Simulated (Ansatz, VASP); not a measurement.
# One calculation of Cs, two programs

The input INCAR:

```
PREC = Accurate ; ENCUT = 520
EDIFF = 1E-7 ; ISMEAR = -1
SIGMA = 0.1 ; LREAL = F
LASPH = T ; NELM = 100
ALGO = Normal ; ISIF = 2
LWAVE = F ; LCHARG = T
GGA = PE ; LELF = T
LVHAR = T ; NBANDS = 20
```

The input KPOINTS:

```
regular mesh
0
Gamma
  6 6 8
```

File POSCAR:

```
Cs
1.0
    8.4169129181      0.0000000000      0.0000000000
   -4.2084564591      7.2892604085      0.0000000000
    0.0000000000      0.0000000000      5.0567754664
Cs
3
Direct
    1.0000000000      1.0000000000      0.0000000000
    0.3333333333      0.6666666667      0.5000000000
    0.6666666667      0.3333333333      0.5000000000
```

Input for Ansatz:

```yaml
crystal:
  lattice:
    - [8.4169129181, 0.0, 0.0]
    - [-4.2084564591, 7.2892604085, 0.0]
    - [0.0, 0.0, 5.0567754664]
  atoms:
    - { symbol: Cs, position: [1.0, 1.0, 0.0] }
    - { symbol: Cs, position: [0.3333333333, 0.6666666667, 0.5] }
    - { symbol: Cs, position: [0.6666666667, 0.3333333333, 0.5] }
hamiltonian:
  xc: pbe
  pseudopotentials:
    kind: paw
    azcp:
      Cs: "pseudopotentials/Cs.paw.azcp"
basis:
  ecutwfc: 420
  fft_grid_basis: typed
kpoints:
  mp_grid: { grid: [6, 6, 8], shift: [0, 0, 0] }
magnetization:
  spin_polarized: false
scf:
  occupations: { method: fermi_dirac, width: 0.1 }
output:
  stress: true
```

Alike in both runs: task single point; functional PBE; k mesh 6 × 6 × 8; occupations fermi-dirac, width 0.1 eV; no spin polarisation.

```csv
,VASP,Ansatz
version,VASP 6.6.1,Ansatz 0.2.0
potentials or method,"VASP PAW PBE potentials, release 64 (Cs_sv), cutoff 520 eV","plane waves (420 eV) with PAW, scalar-relativistic"
valence electrons in the cell,27,27
```

```csv
,VASP,Ansatz,Ansatz less VASP
pressure (GPa),0.3,0.3,+0.01
```

With one functional, cell and mesh, what is left measures potentials, basis and numerics.

Neither program's run includes spin-orbit coupling.
